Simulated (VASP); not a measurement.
Set up this calculation in VASP 6.6.1, as the native input.

| Property | Result |
| --- | --- |
| Task | single point |
| Functional | PBE |
| Potentials or basis | VASP PAW PBE potentials, release 64 (Pb_d) |
| Cutoff | 520 eV |
| k mesh | 13 × 13 × 13 |
| Occupations | fermi-dirac, width 0.08 eV |
| Spin | non-collinear spin, zero start, spin-orbit coupling |
| Starting moments | [[0.0, 0.0, 0.0]] μB |
| Dipole correction | no |
| Further INCAR settings | ALGO = Normal; EDIFF = 1e-06; NBANDS = 25 |

The structure of Pb lies in POSCAR:

```
Pb
1.0
    0.0000000000      2.4698000000      2.4698000000
    2.4698000000      0.0000000000      2.4698000000
    2.4698000000      2.4698000000      0.0000000000
Pb
1
Direct
    0.0000000000      0.0000000000      0.0000000000
```

These files were run (other wordings do the same):

INCAR

```
SYSTEM = Pb
PREC = Accurate ; ENCUT = 520
EDIFF = 1E-6 ; ISMEAR = -1
SIGMA = 0.08 ; LREAL = .FALSE.
LASPH = .TRUE. ; NELM = 150
ALGO = Normal ; ISIF = 2
LWAVE = .FALSE. ; LCHARG = .FALSE.
MAGMOM = 0 0 0 ; LORBIT = 11
LSORBIT = .TRUE. ; GGA_COMPAT = .FALSE.
LORBMOM = .TRUE. ; GGA = PE
NBANDS = 25
```

KPOINTS

```
Automatic mesh
0
G
  13 13 13
  0 0 0
```

Potentials or basis: VASP PAW PBE potentials, release 64 (Pb_d).

Run with:

```sh
$ cat potpaw_PBE.64/Pb_d/POTCAR > POTCAR
$ mpirun -np 1 vasp_ncl > vasp.out
```

Results of the run:

```
Pressure                                              : 2.9 GPa
Net moment                                            : 0.00 μB per cell
Valence electrons inside the program's atomic spheres : Pb 11.97
```

Run time: 57 s on 1 thread of Intel(R) Xeon(R) 6975P-C (Granite Rapids) (shared host), peak memory 0.3 GiB.
